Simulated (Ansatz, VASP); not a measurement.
# One calculation of Fe, two programs

```xyz
2
Lattice="1.3910 3.6051 1.8242 1.3910 0.0000 1.8242 2.7821 3.6051 0.0000" Properties=species:S:1:pos:R:3 pbc="T T T"
Fe    0.0000    0.0000    0.0000
Fe    1.3910    1.8026    0.0000
```

Alike in both runs: task single point; functional PBE; k mesh 20 × 20 × 10; occupations gaussian, width 0.1 eV; collinear spin.

|  | VASP | Ansatz |
| --- | --- | --- |
| version | VASP 6.6.1 | Ansatz 0.2.0 |
| potentials or method | VASP PAW PBE potentials, release 64 (Fe), cutoff 520 eV | scalar-relativistic, plane waves, PAW |
| valence electrons in the cell | 16 | 32 |

Ansatz gave:

```
gap on the k mesh at the Fermi level (eV)                     : none
net moment per atom (μB)                                      : 0.00
size of the moment on the site where the two differ most (μB) : 1.25
```

Task: What did VASP give for the same quantities?

Result: gap on the k mesh at the Fermi level (eV): none; net moment per atom (μB): 0.00; size of the moment on the site where the two differ most (μB): 1.29.

Site moments also hang on the region over which each program counts them. A gap of «none» marks a metal or a gap that the smearing closes. VASP's potentials hold 16 valence electrons a cell and Ansatz's 32, so a difference there can come from the potentials and not from the codes.
